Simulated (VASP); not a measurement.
# K3Br (P6/mmm) in VASP: notebook

The runs below take K3Br through single point, relaxation of cell and atoms, with PBE.

Program: VASP 6.6.1. These are calculated values, not measurements. Logs are shortened: lines on timing, memory, paths and dates and some standing lists are left out, and cuts for length are marked.

## (1) The cell of the first run

Symmetry: P6/mmm, No. 191, hexagonal system. The conventional cell has a = 6.646 Å, b = 6.646 Å, c = 6.333 Å, α = 90.00°, β = 90.00°, γ = 120.00°. K (site symmetry 6/mmm) has 2 Br at 3.17 Å within 4.2 Å. K (site symmetry -6m2) has 9 K at 3.84 to 4.97 Å and 3 Br at 3.84 Å within 5.0 Å. Br (site symmetry 6/mmm) has 8 K at 3.17 to 3.84 Å within 4.2 Å.

## (2) Single point, PBE

Input file INCAR:

```
SYSTEM = K3Br
ALGO     = Normal         ! electronic algorithm
EDIFF    = 1E-6           ! SCF threshold, eV
ENCUT    = 500            ! plane-wave cutoff, eV
GGA      = PE             ! functional
GGA_COMPAT= .FALSE.      
ISIF     = 2              ! what is computed and relaxed
ISMEAR   = 0              ! smearing method
LASPH    = .TRUE.         ! aspherical terms in the spheres
LCHARG   = .FALSE.        ! write CHGCAR
LREAL    = .FALSE.        ! projectors in reciprocal space
LWAVE    = .FALSE.        ! write WAVECAR
NBANDS   = 25             ! bands
NELM     = 120            ! most SCF steps
PREC     = Accurate       ! precision mode
SIGMA    = 0.1            ! smearing width, eV
```

Input file KPOINTS:

```
k-points
0
G
  12 12 8
  0 0 0
```

Input file POSCAR:

```
K3Br
1.0
    6.6462688416      0.0000000000      0.0000000000
   -3.3231344208      5.7558376572      0.0000000000
    0.0000000000      0.0000000000      6.3326286536
K Br
3 1
Direct
    0.0000000000      0.0000000000      0.5000000000
    0.3333333333      0.6666666667      0.0000000000
    0.6666666667      0.3333333333      0.0000000000
    0.0000000000      0.0000000000      0.0000000000
```

Potentials or basis: VASP PAW PBE potentials, release 64 (K_sv, Br).

The run is started by

```console
$ cat potpaw_PBE.64/K_sv/POTCAR potpaw_PBE.64/Br/POTCAR > POTCAR
$ mpirun -np 1 vasp_std > vasp.out
```

OUTCAR:

```text
SYSTEM = K3Br
   EDIFF = 1E-6
   ENCUT = 500
   GGA = PE
   ISIF = 2
   ISMEAR = 0
   LASPH = .TRUE.
   LREAL = .FALSE.
   NELM = 120
   PREC = Accurate

 ion  position               nearest neighbor table
   1  0.000  0.000  0.500-   4 3.17   4 3.17
   2  0.333  0.667  0.000-
   3  0.667  0.333  0.000-
   4  0.000  0.000  0.000-   1 3.17   1 3.17

  LATTYP: Found a hexagonal cell.
 ALAT       =     6.6462688416
 C/A-ratio  =     0.9528095845

  Lattice vectors:

 A1 = (   6.6462688416,   0.0000000000,   0.0000000000)
 A2 = (  -3.3231344208,   5.7558376572,   0.0000000000)
 A3 = (   0.0000000000,   0.0000000000,   6.3326286536)

Analysis of symmetry for initial positions (statically):
=====================================================================
 Subroutine PRICEL returns:
 Original cell was already a primitive cell.

 Routine SETGRP: Setting up the symmetry group for a
 hexagonal supercell.

 Subroutine GETGRP returns: Found 24 space group operations
 (whereof 24 operations were pure point group operations)
 out of a pool of 24 trial point group operations.

The static configuration has the point symmetry D_6h.

Analysis of symmetry for dynamics (positions and initial velocities):
=====================================================================
 Subroutine PRICEL returns:
 Original cell was already a primitive cell.

 Routine SETGRP: Setting up the symmetry group for a
 hexagonal supercell.

 Subroutine GETGRP returns: Found 24 space group operations
 (whereof 24 operations were pure point group operations)
 out of a pool of 24 trial point group operations.

The dynamic configuration has the point symmetry D_6h.

 Subroutine INISYM returns: Found 24 space group operations
 (whereof 24 operations are pure point group operations),
 and found     1 'primitive' translations

----------------------------------------------------------------------------------------

                                     Primitive cell

  volume of cell :     242.2537

  direct lattice vectors                    reciprocal lattice vectors
     6.646268842  0.000000000  0.000000000     0.150460360  0.086868329  0.000000000
    -3.323134421  5.755837657  0.000000000     0.000000000  0.173736658  0.000000000
     0.000000000  0.000000000  6.332628654     0.000000000  0.000000000  0.157912307

  length of vectors
     6.646268842  6.646268842  6.332628654     0.173736658  0.173736658  0.157912307

  position of ions in fractional coordinates (direct lattice)
     0.000000000  0.000000000  0.500000000
     0.333333333  0.666666667  0.000000000
     0.666666667  0.333333333  0.000000000
     0.000000000  0.000000000  0.000000000

  ion indices of the primitive-cell ions
   primitive index   ion index
                 1           1
                 2           2
                 3           3
                 4           4

----------------------------------------------------------------------------------------

 KPOINTS: k-points

Automatic generation of k-mesh.
 Grid dimensions read from file:
 generate k-points for:   12   12    8

 Generating k-lattice:

  Cartesian coordinates                     Fractional coordinates (reciprocal lattice)
     0.012538363  0.007239027  0.000000000     0.083333333  0.000000000  0.000000000
     0.000000000  0.014478055  0.000000000     0.000000000  0.083333333  0.000000000
     0.000000000  0.000000000  0.019739038     0.000000000  0.000000000  0.125000000

  Length of vectors
     0.014478055  0.014478055  0.019739038

  Shift w.r.t. Gamma in fractional coordinates (k-lattice)
     0.000000000  0.000000000  0.000000000

 Subroutine IBZKPT returns following result:
 ===========================================

 Found     95 irreducible k-points:

 Following reciprocal coordinates:
            Coordinates               Weight
  0.000000  0.000000  0.000000      1.000000
  0.083333  0.000000  0.000000      6.000000
  0.166667  0.000000  0.000000      6.000000
  0.250000  0.000000  0.000000      6.000000
  0.333333  0.000000  0.000000      6.000000
  0.416667  0.000000  0.000000      6.000000
[... 16 lines left out ...]
  0.250000  0.000000  0.125000     12.000000
  0.333333  0.000000  0.125000     12.000000
 [... further k-points ...]
   k-points           NKPTS =     95   k-points in BZ     NKDIM =     95   number of bands    NBANDS=     25
   number of dos      NEDOS =    301   number of ions     NIONS =      4
   total plane-waves  NPLWV = 110592
   dimension x,y,z NGX =    48 NGY =   48 NGZ =   48
   dimension x,y,z NGXF=    96 NGYF=   96 NGZF=   96
   ions per type =               3   1
   NGX,Y,Z   is equivalent  to a cutoff of  12.01, 12.01, 12.60 a.u.
   NGXF,Y,Z  is equivalent  to a cutoff of  24.01, 24.01, 25.20 a.u.
 SYSTEM =  K3Br
   PREC   = accura    normal or accurate (medium, high low for compatibility)
   ISTART =      0    job   : 0-new  1-cont  2-samecut
   ICHARG =      2    charge: 1-file 2-atom 10-const
   ISPIN  =      1    spin polarized calculation?
   LNONCOLLINEAR =      F non collinear calculations
   LSORBIT =      F    spin-orbit coupling
   LASPH  =      T    aspherical Exc in radial PAW
   ENCUT  =  500.0 eV  36.75 Ry    6.06 a.u.  12.12 12.12 11.55*2*pi/ulx,y,z
   NELM   =    120;   NELMIN=  2; NELMDL= -5     # of ELM steps
   EDIFF  = 0.1E-05   stopping-criterion for ELM
   LREAL  =      F    real-space projection
   EDIFFG = 0.1E-04   stopping-criterion for IOM
   NSW    =      0    number of steps for IOM
   IBRION =     -1    ionic relax: 0-MD 1-quasi-New 2-CG
   NFREE  =      0    steps in history (QN), initial steepest desc. (CG)
   ISIF   =      2    stress and relaxation
   ISYM   =      2    0-nonsym 1-usesym 2-fastsym
   POTIM  = 0.5000    time-step for ionic-motion
   TEBEG  =    0.0;   TEEND  =   0.0 temperature during run
   PSTRESS=    0.0 pullay stress
   NELECT =      34.0000    total number of electrons
   NUPDOWN=      -1.0000    fix difference up-down
   EMIN   =  10.00;   EMAX   =-10.00  energy-range for DOS
   EFERMI =   0.00;   METHOD = LEGACY
   ISMEAR =     0;   SIGMA  =   0.10  broadening in eV -4-tet -1-fermi 0-gaus
   EFERMI_NEDOS =   21; number of points for ismear=-14 and -15
   IALGO  =     38    algorithm
   IMIX   =      4    mixing-type and parameters
     AMIX     =   0.40;   BMIX     =  1.00
     AMIX_MAG =   1.60;   BMIX_MAG =  1.00
  volume/ion in A,a.u.               =      60.56       408.70
  Fermi-wavevector in a.u.,A,eV,Ry     =   0.850768  1.607718  9.847974  0.723806
  Thomas-Fermi vector in A             =   1.966796
   LORBIT       =      0    0 simple, 1 ext, 2 COOP (PROOUT), +10 PAW based schemes
   GGA     = PE    functional components
   LHFCALC =     F    Hartree Fock is set to
   AEXX    =    0.0000 exact exchange contribution
   IVDW    =     0    specifies the selected vdW correction
   LEPSILON=     F    determine dielectric tensor
   LRPA    =     F    only Hartree local field effects (RPA)
 non-spin polarized calculation
 Gauss-broadening in eV      SIGMA  =   0.10
  energy-cutoff  :      500.00
  volume of cell :      242.25
 maximum number of plane-waves:      6181
   NGX = 25   NGY = 25   NGZ = 23

 number of electron      33.9999998 magnetization

 Free energy of the ion-electron system (eV)
  ---------------------------------------------------
  ext. energy  EPLUGINS =         0.00000000
  ---------------------------------------------------
  free energy    TOTEN  =        -7.44774779 eV

  energy without entropy =       -7.43524349  energy(sigma->0) =       -7.44149564

 E-fermi :   0.6027     XC(G=0):  -5.9371

 val. band max:        0.5956336243   @ k =   0.4167   0.0833   0.3750
 cond. band min:       0.6173505476   @ k =   0.3333   0.2500   0.0000
 fundamental gap:      0.0217169234
 Fermi energy:         0.6026667479

 k-point     1 :       0.0000    0.0000    0.0000
  band No.  band energies     occupation
      1     -32.2087      2.00000
      2     -32.1827      2.00000
      3     -31.4637      2.00000
      4     -15.7721      2.00000
      5     -15.7721      2.00000
      6     -15.6529      2.00000
[... 17 lines left out ...]
     24       3.6794      0.00000
     25       3.7882      0.00000

 k-point     2 :       0.0833    0.0000    0.0000
  band No.  band energies     occupation
      1     -32.2083      2.00000
      2     -32.1831      2.00000
      3     -31.4637      2.00000
      4     -15.7732      2.00000
      5     -15.7708      2.00000
      6     -15.6766      2.00000
[... 17 lines left out ...]
     24       3.4943      0.00000
     25       3.8128      0.00000

 k-point     3 :       0.1667    0.0000    0.0000
  band No.  band energies     occupation
      1     -32.2072      2.00000
      2     -32.1843      2.00000
      3     -31.4637      2.00000
      4     -15.7760      2.00000
      5     -15.7739      2.00000
      6     -15.7004      2.00000
[... 17 lines left out ...]
     24       3.3791      0.00000
     25       3.6680      0.00000

 k-point     4 :       0.2500    0.0000    0.0000
  band No.  band energies     occupation
      1     -32.2054      2.00000
      2     -32.1861      2.00000
      3     -31.4637      2.00000
      4     -15.7928      2.00000
      5     -15.7798      2.00000
      6     -15.6990      2.00000
[... 17 lines left out ...]
     24       3.3395      0.00000
     25       3.8381      0.00000

 k-point     5 :       0.3333    0.0000    0.0000
  band No.  band energies     occupation
      1     -32.2032      2.00000
      2     -32.1882      2.00000
      3     -31.4637      2.00000
      4     -15.8170      2.00000
      5     -15.7834      2.00000
      6     -15.6824      2.00000
[... 17 lines left out ...]
     24       3.3291      0.00000
     25       3.9096      0.00000

 k-point     6 :       0.4167    0.0000    0.0000
  band No.  band energies     occupation
      1     -32.2011      2.00000
      2     -32.1904      2.00000
      3     -31.4637      2.00000
      4     -15.8345      2.00000
      5     -15.7860      2.00000
      6     -15.6655      2.00000
[... 17 lines left out ...]
     24       3.3276      0.00000
     25       3.6569      0.00000
[... 393 lines left out ...]
 k-point    21 :       0.0833    0.0000    0.1250
  band No.  band energies     occupation
      1     -32.2083      2.00000
      2     -32.1831      2.00000
      3     -31.4637      2.00000
      4     -15.7732      2.00000
      5     -15.7710      2.00000
      6     -15.7036      2.00000
[... 17 lines left out ...]
     24       3.4666      0.00000
     25       3.8556      0.00000

 k-point    22 :       0.1667    0.0000    0.1250
  band No.  band energies     occupation
      1     -32.2072      2.00000
      2     -32.1843      2.00000
      3     -31.4637      2.00000
      4     -15.7777      2.00000
      5     -15.7760      2.00000
      6     -15.7184      2.00000
[... 17 lines left out ...]
     24       3.5767      0.00000
     25       3.7132      0.00000

 k-point    23 :       0.2500    0.0000    0.1250
  band No.  band energies     occupation
      1     -32.2054      2.00000
      2     -32.1861      2.00000
      3     -31.4637      2.00000
      4     -15.8020      2.00000
      5     -15.7798      2.00000
      6     -15.7085      2.00000
[... 17 lines left out ...]
     24       3.5231      0.00000
     25       3.8115      0.00000

 k-point    24 :       0.3333    0.0000    0.1250
  band No.  band energies     occupation
      1     -32.2032      2.00000
      2     -32.1882      2.00000
      3     -31.4637      2.00000
      4     -15.8281      2.00000
      5     -15.7834      2.00000
      6     -15.6873      2.00000
[... 17 lines left out ...]
     24       3.5641      0.00000
     25       3.7919      0.00000

 [... further k-points ...]
[... 5 lines left out ...]
  --------------------------------------------------------------------------------------
  -------------------------------------------------------------------------------------
  Total        0.0633912      0.0633912     -0.0200693      0.0000000      0.0000000     -0.0000000
  in kB        0.4192464      0.4192464     -0.1327313      0.0000000      0.0000000     -0.0000000
  external PRESSURE =       0.2352538 kB  Pullay stress =       0.0000000 kB

 VOLUME and BASIS-vectors are now :
 -----------------------------------------------------------------------------
  energy-cutoff  :      500.00
  volume of cell :      242.25
      direct lattice vectors                 reciprocal lattice vectors
     6.646268842  0.000000000  0.000000000     0.150460360  0.086868329  0.000000000
    -3.323134421  5.755837657  0.000000000     0.000000000  0.173736658  0.000000000
     0.000000000  0.000000000  6.332628654     0.000000000  0.000000000  0.157912307

 POSITION                                       TOTAL-FORCE (eV/Angst)
 -----------------------------------------------------------------------------------
      0.00000      0.00000      3.16631        -0.000000      0.000000      0.000000
     -0.00000      3.83723      0.00000        -0.000000      0.000000      0.000000
      3.32313      1.91861      0.00000         0.000000      0.000000      0.000000
      0.00000      0.00000      0.00000        -0.000000      0.000000      0.000000
 -----------------------------------------------------------------------------------
    total drift:                               -0.000000      0.000000      0.000000

  FREE ENERGIE OF THE ION-ELECTRON SYSTEM (eV)
  ---------------------------------------------------
  free  energy   TOTEN  =        -7.4477477874 eV

  energy  without entropy=       -7.4352434939  energy(sigma->0) =       -7.44149564
```

Run time: 6.7 min. Hardware: 1 thread of Intel Xeon Platinum 8259CL at 2.50GHz (Skylake/Cascade Lake), shared host; peak memory 0.64 GiB.

Results:

- Free energy: -7.4477 eV
- Pressure: 0.0 GPa
- Band gap on the k mesh: zero (band 17 reaches 1.01 eV, above the bottom of band 18 at 0.11 eV)

## (3) Relaxation of cell and atoms, PBE

Input file INCAR:

```
SYSTEM = K3Br
PREC = Accurate ; ENCUT = 500
EDIFF = 1E-7 ; ISMEAR = 0
SIGMA = 0.1 ; LREAL = .FALSE.
LASPH = .TRUE. ; NELM = 120
ALGO = Normal ; ISIF = 3
LWAVE = .FALSE. ; LCHARG = .FALSE.
GGA = PE ; IBRION = 2
NSW = 100 ; EDIFFG = -0.01
GGA_COMPAT = .FALSE. ; NELMIN = 4
```

Input file KPOINTS:

```
regular mesh
0
G
  12 12 8
  0 0 0
```

POSCAR is that of step 2.

Potentials or basis: VASP PAW PBE potentials, release 64 (K_sv, Br).

The run is started by

```console
$ cat potpaw_PBE.64/K_sv/POTCAR potpaw_PBE.64/Br/POTCAR > POTCAR
$ mpirun -np 1 vasp_std > vasp.out
```

OUTCAR:

```text
SYSTEM = K3Br
   PREC = Accurate
   ENCUT = 500
   EDIFF = 1E-7
   ISMEAR = 0
   LREAL = .FALSE.
   LASPH = .TRUE.
   NELM = 120
   ISIF = 3
   GGA = PE
   IBRION = 2
   NSW = 100
   EDIFFG = -0.01
   NELMIN = 4

 ion  position               nearest neighbor table
   1  0.000  0.000  0.500-   4 3.17   4 3.17
   2  0.333  0.667  0.000-
   3  0.667  0.333  0.000-
   4  0.000  0.000  0.000-   1 3.17   1 3.17

  LATTYP: Found a hexagonal cell.
 ALAT       =     6.6462688416
 C/A-ratio  =     0.9528095845

  Lattice vectors:

 A1 = (   6.6462688416,   0.0000000000,   0.0000000000)
 A2 = (  -3.3231344208,   5.7558376572,   0.0000000000)
 A3 = (   0.0000000000,   0.0000000000,   6.3326286536)

Analysis of symmetry for initial positions (statically):
=====================================================================
 Subroutine PRICEL returns:
 Original cell was already a primitive cell.

 Routine SETGRP: Setting up the symmetry group for a
 hexagonal supercell.

[... 169 lines left out ...]
  free energy    TOTEN  =        -7.44774777 eV

  energy without entropy =       -7.43524351  energy(sigma->0) =       -7.44149564

------------------------ aborting loop because EDIFF is reached ----------------------------------------

  FORCE on cell =-STRESS in cart. coord.  units (eV):
  Direction    XX          YY          ZZ          XY          YZ          ZX
  --------------------------------------------------------------------------------------
  -------------------------------------------------------------------------------------
  Total        0.0655991      0.0655991     -0.0188171      0.0000000      0.0000000      0.0000000
  in kB        0.4338486      0.4338486     -0.1244497      0.0000000      0.0000000      0.0000000
  external PRESSURE =       0.2477491 kB  Pullay stress =       0.0000000 kB
[... 63 lines left out ...]
--------------------------------------- Ionic step        3  -------------------------------------------

 number of electron      34.0000000 magnetization

 Free energy of the ion-electron system (eV)
  ---------------------------------------------------
  ext. energy  EPLUGINS =         0.00000000
  ---------------------------------------------------
  free energy    TOTEN  =        -7.44806946 eV

  energy without entropy =       -7.43558478  energy(sigma->0) =       -7.44182712

 E-fermi :   0.5842     XC(G=0):  -5.9216

 val. band max:        0.5782915403   @ k =   0.4167   0.0833   0.3750
 cond. band min:       0.5955675907   @ k =   0.3333   0.2500   0.0000
 fundamental gap:      0.0172760504
 Fermi energy:         0.5841855472

 k-point     1 :       0.0000    0.0000    0.0000
  band No.  band energies     occupation
      1     -32.2214      2.00000
      2     -32.1964      2.00000
      3     -31.4804      2.00000
      4     -15.7824      2.00000
      5     -15.7824      2.00000
      6     -15.6661      2.00000
[... 565 lines left out ...]
     20       2.4650      0.00000
     21       2.5183      0.00000

 [... further k-points ...]
[... 5 lines left out ...]
  --------------------------------------------------------------------------------------
  -------------------------------------------------------------------------------------
  Total        0.0288723      0.0288723     -0.0244841      0.0000000      0.0000000     -0.0000000
  in kB        0.1899205      0.1899205     -0.1610550      0.0000000      0.0000000     -0.0000000
  external PRESSURE =       0.0729287 kB  Pullay stress =       0.0000000 kB
[... 19 lines left out ...]
  FREE ENERGIE OF THE ION-ELECTRON SYSTEM (eV)
  ---------------------------------------------------
  free  energy   TOTEN  =        -7.4480694601 eV

  energy  without entropy=       -7.4355847824  energy(sigma->0) =       -7.44182712

 reached required accuracy - stopping structural energy minimisation
```

It took 6.8 min on 1 thread of Intel Xeon 6975P-C (Granite Rapids), shared host; peak memory 0.63 GiB.

What came out:

| Property | Result |
| --- | --- |
| Free energy | -7.4481 eV |
| Relaxed volume | 60.89 Å³/atom |
| Relaxed cell | a = 6.667 Å, b = 6.667 Å, c = 6.327 Å, α = 90.00°, β = 90.00°, γ = 120.00° |
| Space group after relaxing (to 0.05 Å) | P6/mmm (No. 191) |
| Energy gained by relaxing | 0.1 meV/atom |
| Ionic steps | 3 |
| Pressure after relaxing | 0.0 GPa |
| Band gap on the k mesh | zero (band 17 reaches 1.00 eV, above the bottom of band 18 at 0.10 eV) |

The path:
| step | energy change (eV) | largest force (eV/Å) | pressure (GPa) | volume (Å³) |
| --- | --- | --- | --- | --- |
| 1 | 0.0000 | 0.0000 | 0.02 | 242.25 |
| 2 | -0.0001 | 0.0000 | 0.02 | 242.58 |
| 3 | -0.0003 | 0.0000 | 0.01 | 243.57 |

Final structure:
```
K Br
1.0
     6.66730    0.00000    0.00000
    -3.33365    5.77405    0.00000
     0.00000    0.00000    6.32688
K Br
3 1
Direct
  0.00000 0.00000 0.50000
  0.33333 0.66667 0.00000
  0.66667 0.33333 0.00000
  0.00000 0.00000 0.00000
```
